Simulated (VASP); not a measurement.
# MoS2: single point with PBEsol+D4

MoS2, a slab with vacuum:

```
CELL_PARAMETERS angstrom
3.12336 0.00000 0.00000
-1.56168 2.70491 0.00000
0.00000 0.00000 27.17714
ATOMIC_POSITIONS crystal
Mo 0.33333 0.66667 0.21952
Mo 0.33333 0.66667 0.78048
Mo 0.66667 0.33333 0.00000
S 0.66667 0.33333 0.16205
S 0.66667 0.33333 0.72304
S 0.33333 0.66667 0.94256
S 0.66667 0.33333 0.27696
S 0.66667 0.33333 0.83795
S 0.33333 0.66667 0.05744
```

```
Program                : VASP 6.6.1
Task                   : single point
Functional             : PBEsol
Dispersion             : D4
Potentials or basis    : VASP PAW PBE potentials, release 64 (Mo_sv, S)
Cutoff                 : 520 eV
k mesh                 : 10 × 10 × 1
Occupations            : fermi-dirac, width 0.05 eV
Spin                   : no spin polarisation
Dipole correction      : no
Further INCAR settings : ALGO = Normal; EDIFF = 1e-06; NBANDS = 49
```

```
Largest force              : 0.004 eV/Å
Band gap on the k mesh     : 0.96 eV (least direct gap 2.01 eV)
Dispersion energy per atom : -0.229 eV
```

Forces in eV/Å, atoms in the order of the input:
```
Mo   0.000  0.000  0.002
Mo   0.000  0.000 -0.002
Mo   0.000  0.000  0.000
S    0.000  0.000  0.004
S    0.000  0.000 -0.002
S    0.000  0.000  0.002
S    0.000  0.000  0.002
S    0.000  0.000 -0.004
S    0.000  0.000 -0.002
```

Levels at points of the mesh, in eV from the valence-band top:
```tsv
k point	band 36	band 37	band 38	band 39	band 40	band 41	band 42	band 43
(0.00, 0.00, 0.00)	-1.71	-1.10	-0.35	0.00	2.21	2.21	2.24	2.24
(0.50, 0.00, 0.00)	-1.45	-1.44	-1.37	-1.33	1.77	1.79	1.81	2.16
```

It took 6.8 min on 1 thread of Intel Xeon 8259CL, on a shared host, peak memory 0.4 GiB.

Caveat: the PAW data sets were made with another functional, which shifts forces and pressure a little.
